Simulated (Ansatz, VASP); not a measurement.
**One calculation of HfH3, two programs**

```xyz
4
Lattice="3.0846 0.0000 0.0000 0.0000 3.0846 0.0000 0.0000 0.0000 3.0846" Properties=species:S:1:pos:R:3 pbc="T T T"
Hf    0.0000    0.0000    0.0000
H     0.0000    1.5423    1.5423
H     1.5423    0.0000    1.5423
H     1.5423    1.5423    0.0000
```

Alike in both runs: task relaxation of cell and atoms; functional BLYP; dispersion D3(BJ); k mesh 7 × 7 × 7; no spin polarisation.

|  | VASP | Ansatz |
| --- | --- | --- |
| version | VASP 6.6.1 | Ansatz 0.2.0 |
| potentials or method | VASP PAW PBE potentials, release 64 (Hf_pv, H), cutoff 600 eV | plane waves, PAW |
| occupations | methfessel-paxton of order 1, width 0.1 eV | methfessel-paxton of order 1 |
| valence electrons in the cell | 13 | 29 |

|  | VASP | Ansatz | Ansatz less VASP |
| --- | --- | --- | --- |
| relaxed volume (Å³/atom) | 7.08 | 7.09 | +0.014 |
| relaxed cell length with the largest relative difference (Å) | 3.048 | 3.050 | +0.0020 |

VASP's potentials were made for PBE, not for BLYP. VASP's potentials hold 13 valence electrons a cell and Ansatz's 29, so a difference there can come from the potentials and not from the codes.

Neither program's run includes spin-orbit coupling.
